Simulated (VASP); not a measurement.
# Si2Mo (I4/mmm) in VASP: single point with PBE+D3(BJ)

Aim: the single point of Si2Mo with PBE+D3(BJ).

Program: VASP 6.6.1. These are calculated values, not measurements. Logs are shortened: lines on timing, memory, paths and dates and some standing lists are left out, and cuts for length are marked.

## (1) The cell of the first run

Symmetry: I4/mmm, No. 139, tetragonal system. The conventional cell has a = 3.179 Å, b = 3.179 Å, c = 7.796 Å, α = 90.00°, β = 90.00°, γ = 90.00°. Si (site symmetry 4mm) has 9 Si at 2.58 to 3.18 Å and 5 Mo at 2.59 to 2.61 Å within 3.4 Å. Mo (site symmetry 4/mmm) has 10 Si at 2.59 to 2.61 Å and 4 Mo at 3.18 Å within 3.4 Å.

## (2) Single point, PBE+D3(BJ)

INCAR

```
PREC = Accurate ; ENCUT = 520
EDIFF = 1E-7 ; ISMEAR = 0
SIGMA = 0.1 ; LREAL = F
LASPH = T ; NELM = 60
ALGO = Normal ; ISIF = 2
LWAVE = F ; LCHARG = T
GGA = PE ; IVDW = 12
LELF = T ; LVHAR = T
NBANDS = 18
```

KPOINTS

```
regular mesh
0
Gamma
  18 18 18
```

POSCAR

```
Si2Mo
1.0
   -1.5892663032      1.5892663032      3.8980358952
    1.5892663032     -1.5892663032      3.8980358952
    1.5892663032      1.5892663032     -3.8980358952
Si Mo
2 1
Direct
    0.3346141862      0.3346141862      0.0000000000
    0.6653858138      0.6653858138      0.0000000000
    0.0000000000      0.0000000000      0.0000000000
```

Potentials or basis: VASP PAW PBE potentials, release 64 (Si, Mo_sv).

On the command line:

```bash
cat potpaw_PBE.64/Si/POTCAR potpaw_PBE.64/Mo_sv/POTCAR > POTCAR
mpirun -np 1 vasp_std > vasp.out
```

OUTCAR:

```text
PREC = Accurate
   ENCUT = 520
   EDIFF = 1E-7
   ISMEAR = 0
   LREAL = F
   LASPH = T
   NELM = 60
   ISIF = 2
   GGA = PE
   IVDW = 12
 IVDW          = 12

 ion  position               nearest neighbor table
   1  0.335  0.335  0.000-   2 2.58   3 2.59   3 2.59   3 2.59   3 2.59   2 2.61   2 2.61   2 2.61
                             2 2.61   3 2.61
   2  0.665  0.665  0.000-   1 2.58   3 2.59   3 2.59   3 2.59   3 2.59   1 2.61   1 2.61   1 2.61
                             1 2.61   3 2.61
   3  0.000  0.000  0.000-   2 2.59   2 2.59   2 2.59   1 2.59   2 2.59   1 2.59   1 2.59   1 2.59
                             1 2.61   2 2.61

  LATTYP: Found a body centered tetragonal cell.
 ALAT       =     3.1785326064
 C/A-ratio  =     2.4527267000

  Lattice vectors:

 A1 = (  -1.5892663032,   1.5892663032,   3.8980358952)
 A2 = (   1.5892663032,  -1.5892663032,   3.8980358952)
 A3 = (   1.5892663032,   1.5892663032,  -3.8980358952)

Analysis of symmetry for initial positions (statically):
=====================================================================
 Subroutine PRICEL returns:
 Original cell was already a primitive cell.

 Routine SETGRP: Setting up the symmetry group for a
 body centered tetragonal supercell.

 Subroutine GETGRP returns: Found 16 space group operations
 (whereof 16 operations were pure point group operations)
 out of a pool of 16 trial point group operations.

The static configuration has the point symmetry D_4h.

Analysis of symmetry for dynamics (positions and initial velocities):
=====================================================================
 Subroutine PRICEL returns:
 Original cell was already a primitive cell.

 Routine SETGRP: Setting up the symmetry group for a
 body centered tetragonal supercell.

 Subroutine GETGRP returns: Found 16 space group operations
 (whereof 16 operations were pure point group operations)
 out of a pool of 16 trial point group operations.

The dynamic configuration has the point symmetry D_4h.

 Subroutine INISYM returns: Found 16 space group operations
 (whereof 16 operations are pure point group operations),
 and found     1 'primitive' translations

----------------------------------------------------------------------------------------

                                     Primitive cell

  volume of cell :      39.3821

[... 88 lines left out ...]
   ENCUT  =  520.0 eV  38.22 Ry    6.18 a.u.   8.37  8.37  8.37*2*pi/ulx,y,z
   NELM   =     60;   NELMIN=  2; NELMDL= -5     # of ELM steps
   EDIFF  = 0.1E-06   stopping-criterion for ELM
   LREAL  =      F    real-space projection
   EDIFFG = 0.1E-05   stopping-criterion for IOM
   NSW    =      0    number of steps for IOM
   IBRION =     -1    ionic relax: 0-MD 1-quasi-New 2-CG
   NFREE  =      0    steps in history (QN), initial steepest desc. (CG)
   ISIF   =      2    stress and relaxation
   ISYM   =      2    0-nonsym 1-usesym 2-fastsym
   POTIM  = 0.5000    time-step for ionic-motion
   TEBEG  =    0.0;   TEEND  =   0.0 temperature during run
   PSTRESS=    0.0 pullay stress
   NELECT =      22.0000    total number of electrons
   NUPDOWN=      -1.0000    fix difference up-down
   EMIN   =  10.00;   EMAX   =-10.00  energy-range for DOS
   EFERMI =   0.00;   METHOD = LEGACY
   ISMEAR =     0;   SIGMA  =   0.10  broadening in eV -4-tet -1-fermi 0-gaus
   EFERMI_NEDOS =   21; number of points for ismear=-14 and -15
   IALGO  =     38    algorithm
   IMIX   =      4    mixing-type and parameters
     AMIX     =   0.40;   BMIX     =  1.00
     AMIX_MAG =   1.60;   BMIX_MAG =  1.00
  volume/ion in A,a.u.               =      13.13        88.59
  Fermi-wavevector in a.u.,A,eV,Ry     =   1.348288  2.547895 24.733766  1.817881
  Thomas-Fermi vector in A             =   2.475969
   LORBIT       =      0    0 simple, 1 ext, 2 COOP (PROOUT), +10 PAW based schemes
   GGA     = PE    functional components
   LHFCALC =     F    Hartree Fock is set to
   AEXX    =    0.0000 exact exchange contribution
   IVDW    =    12    specifies the selected vdW correction
   LEPSILON=     F    determine dielectric tensor
   LRPA    =     F    only Hartree local field effects (RPA)
 non-spin polarized calculation
 Gauss-broadening in eV      SIGMA  =   0.10
  energy-cutoff  :      520.00
  volume of cell :       39.38
 maximum number of plane-waves:      1079
 NGX is ok and might be reduce to    36
   NGX = 17   NGY = 17   NGZ = 17

 number of electron      22.0000000 magnetization

 Free energy of the ion-electron system (eV)
  ---------------------------------------------------
  ext. energy  EPLUGINS =         0.00000000
  ---------------------------------------------------
  free energy    TOTEN  =       -23.23008219 eV

  energy without entropy =      -23.22893527  energy(sigma->0) =      -23.22950873

 E-fermi :  12.5871     XC(G=0): -12.5304

 val. band max:       12.5148728599   @ k =  -0.3889  -0.4444   0.3889
 cond. band min:      12.5918615115   @ k =  -0.3333  -0.3333   0.2778
 fundamental gap:      0.0769886516
 Fermi energy:        12.5871232006

 k-point     1 :       0.0000    0.0000    0.0000
  band No.  band energies     occupation
      1     -48.1089      2.00000
      2     -22.2778      2.00000
      3     -22.1862      2.00000
      4     -22.1862      2.00000
      5      -1.0100      2.00000
      6       6.0712      2.00000
[... 481 lines left out ...]
      5      -0.1275      2.00000
      6       6.1599      2.00000
[... 10 lines left out ...]
     17      18.9740      0.00000
     18      21.1006      0.00000

 [... further k-points ...]

------------------------ aborting loop because EDIFF is reached ----------------------------------------

 Edisp (eV)   -1.76796

 E8    (eV) :    -0.7689

  FORCE on cell =-STRESS in cart. coord.  units (eV):
  Direction    XX          YY          ZZ          XY          YZ          ZX
  --------------------------------------------------------------------------------------
  -------------------------------------------------------------------------------------
  Total       0.04571     0.04571     0.03804     0.00000    -0.00000    -0.00000
  in kB       1.85957     1.85957     1.54761     0.00000    -0.00000    -0.00000
  external pressure =        1.76 kB  Pullay stress =        0.00 kB

 VOLUME and BASIS-vectors are now :
 -----------------------------------------------------------------------------
  energy-cutoff  :      520.00
  volume of cell :       39.38
      direct lattice vectors                 reciprocal lattice vectors
    -1.589266303  1.589266303  3.898035895     0.000000000  0.314610584  0.128269727
     1.589266303 -1.589266303  3.898035895     0.314610584  0.000000000  0.128269727
     1.589266303  1.589266303 -3.898035895     0.314610584  0.314610584  0.000000000

 POSITION                                       TOTAL-FORCE (eV/Angst)
 -----------------------------------------------------------------------------------
      0.00000      0.00000      2.60868        -0.000000     -0.000000     -0.005693
      0.00000      0.00000      5.18740         0.000000      0.000000      0.005693
      0.00000      0.00000      0.00000        -0.000000     -0.000000     -0.000000
 -----------------------------------------------------------------------------------
    total drift:                                0.000000     -0.000000     -0.000000

  FREE ENERGIE OF THE ION-ELECTRON SYSTEM (eV)
  ---------------------------------------------------
  free  energy   TOTEN  =       -24.9980462824 eV

  energy  without entropy=      -24.9968993629  energy(sigma->0) =      -24.99747282
```

OSZICAR:

```text
N       E                     dE             d eps       ncg     rms          rms(c)
DAV:   1     0.121354433893E+03    0.12135E+03   -0.11288E+04 17304   0.116E+03
DAV:   2    -0.209223686403E+02   -0.14228E+03   -0.13936E+03 20604   0.299E+02
DAV:   3    -0.240956422052E+02   -0.31733E+01   -0.31331E+01 21344   0.394E+01
DAV:   4    -0.241153646114E+02   -0.19722E-01   -0.19698E-01 20360   0.325E+00
DAV:   5    -0.241154944280E+02   -0.12982E-03   -0.12981E-03 20348   0.283E-01    0.226E+01
DAV:   6    -0.233776689893E+02    0.73783E+00   -0.54261E+00 18300   0.154E+01    0.508E+00
DAV:   7    -0.232642129580E+02    0.11346E+00   -0.79057E-01 18070   0.538E+00    0.470E+00
DAV:   8    -0.232307975096E+02    0.33415E-01   -0.94697E-02 18680   0.231E+00    0.448E-01
DAV:   9    -0.232301418513E+02    0.65566E-03   -0.18070E-03 20538   0.350E-01    0.244E-01
DAV:  10    -0.232300949465E+02    0.46905E-04   -0.47361E-04 19350   0.183E-01    0.527E-02
DAV:  11    -0.232300848343E+02    0.10112E-04   -0.14282E-04 19016   0.889E-02    0.363E-02
DAV:  12    -0.232300832351E+02    0.15992E-05   -0.23529E-05 18418   0.340E-02    0.104E-02
DAV:  13    -0.232300823343E+02    0.90084E-06   -0.20355E-06 18610   0.116E-02    0.257E-03
DAV:  14    -0.232300822093E+02    0.12497E-06   -0.30653E-08 10034   0.132E-03    0.528E-04
DAV:  15    -0.232300821866E+02    0.22726E-07   -0.44235E-09  9396   0.533E-04
   1 F= -.24998046E+02 E0= -.24997473E+02  d E =-.114692E-02
```

Run time: 4.3 min. Hardware: 1 thread of Intel Xeon Platinum 8559C (Emerald Rapids), shared host; peak memory 0.45 GiB.

What came out:

```yaml
Free_energy: -24.9980 eV
Pressure: 0.2 GPa
Largest_force: 0.006 eV/Å
Band_gap_on_the_k_mesh: zero (band 11 reaches 13.08 eV, above the bottom of band 12 at 12.10 eV)
Dispersion_energy_per_atom: -0.589 eV
```

Forces on the atoms (eV/Å):
```
Si   0.000  0.000 -0.006
Si   0.000  0.000  0.006
Mo   0.000  0.000  0.000
```

Levels at points of the mesh, in eV from the Fermi level:
```tsv
k point	band 7	band 8	band 9	band 10	band 11	band 12	band 13	band 14	band 15	band 16
(0.00, 0.00, 0.00)	-3.40	-3.15	-2.68	-2.68	0.39	3.10	3.27	3.61	3.61	4.19
(0.50, 0.00, 0.00)	-5.03	-4.55	-2.65	-2.63	-0.53	2.34	3.13	4.22	4.26	5.54
(0.50, 0.50, 0.00)	-5.75	-5.21	-4.53	-3.15	-1.20	2.39	2.82	3.19	3.38	4.79
(0.50, 0.50, 0.50)	-3.64	-2.27	-0.60	-0.60	-0.48	-0.48	0.53	4.78	5.39	6.02
```

Caveat: pairwise dispersion overbinds metals, which lowers pressure and volume.
